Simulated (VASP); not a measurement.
Input of a VASP 6.6.1 run:

INCAR

```
ALGO     = Normal         # electronic algorithm
EDIFF    = 1E-6           # SCF threshold, eV
ENCUT    = 560            # plane-wave cutoff, eV
GGA      = CA             # functional
GGA_COMPAT= F            
ISIF     = 2              # what is computed and relaxed
ISMEAR   = 0              # smearing method
ISPIN    = 2              # spin polarisation
LASPH    = T              # aspherical terms in the spheres
LCHARG   = F              # write CHGCAR
LMAXMIX  = 4              # l up to which the mixer works
LORBIT   = 11             # projections on sites
LREAL    = F              # projectors in reciprocal space
LWAVE    = F              # write WAVECAR
MAGMOM   = 0.3 0.3        # initial moments
NBANDS   = 28             # bands
NELM     = 200            # most SCF steps
NUPDOWN  = 0.6            # fixed moment
PREC     = Accurate       # precision mode
SIGMA    = 0.15           # smearing width, eV
```

KPOINTS

```
k-points
0
Gamma
  21 21 12
```

Contents of POSCAR:

```
Ir
1.0
    2.6500373936      0.0000000000      0.0000000000
   -1.3250186968      2.2949997038      0.0000000000
    0.0000000000      0.0000000000      4.2967294997
Ir
2
Direct
    0.6666666667      0.3333333333      0.7500000000
    0.3333333333      0.6666666667      0.2500000000
```

Potentials or basis: VASP PAW LDA potentials, release 64 (Ir_sv_GW).

Launch:

```sh
$ cat potpaw_LDA.64/Ir_sv_GW/POTCAR > POTCAR
$ mpirun -np 1 vasp_std > vasp.out
```

(1) Predict the pressure.

Answers

(1) 29.8 GPa.

Caveat: the cell stands under pressure; the total moment is fixed, so each spin has its own Fermi level and the state may be an excited one.
